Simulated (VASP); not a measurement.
Runs of VASP 6.6.1 on BrO2 (fluorite type). The structure is that of space group Fm-3m (No. 225), or close to it. The cells are those of the table. 

```csv
level,cell,k mesh,smearing,gap on the mesh (eV),pressure (GPa)
PBE,"a = 3.741 Å, angles 60.0°, 3 atoms",18 × 18 × 18,fermi-dirac 0.0612256 eV,none,-0.1
PBE,"a = 3.690 Å, angles 60.0°, 3 atoms",18 × 18 × 18,fermi-dirac 0.0612256 eV,none,(c)
PBE,"a = 3.790 Å, angles 60.0°, 3 atoms",18 × 18 × 18,fermi-dirac 0.0612256 eV,none,(b)
PBE,"a = 3.814 Å, angles 60.0°, 3 atoms",18 × 18 × 18,fermi-dirac 0.0612256 eV,none,-5.7
r2SCAN,"a = 3.753 Å, angles 60.0°, 3 atoms",11 × 11 × 11,fermi-dirac 0.1 eV,none,-4.8
PBE,"a = 3.664 Å, angles 60.0°, 3 atoms",18 × 18 × 18,fermi-dirac 0.0612256 eV,none,7.8
r2SCAN,"a = 3.638 Å, angles 60.0°, 3 atoms",11 × 11 × 11,fermi-dirac 0.1 eV,none,7.3
PBE,"a = 3.716 Å, angles 60.0°, 3 atoms",18 × 18 × 18,fermi-dirac 0.0612256 eV,none,2.2
r2SCAN,"a = 3.677 Å, angles 60.0°, 3 atoms",11 × 11 × 11,fermi-dirac 0.1 eV,none,2.5
PBE,"a = 3.765 Å, angles 60.0°, 3 atoms",18 × 18 × 18,fermi-dirac 0.0612256 eV,none,(a)
```

Alike in all rows: task single point; potentials or basis VASP PAW PBE potentials, release 64 (Br, O); no spin polarisation; cutoff (eV) 520.

Problem. Estimate the missing entries.

Solution. (a) -2.2; (b) -4.1; (c) 4.8.

Caveats: an odd number of electrons without spin polarisation forces a metal; a magnetic or distorted state may lie lower; the PAW data sets were made with another functional, which shifts forces and pressure a little (some runs).

A k mesh can miss the band edges, and the runs leave out spin-orbit coupling on Br.

A gap of «none» marks levels without a gap at the run's occupations.
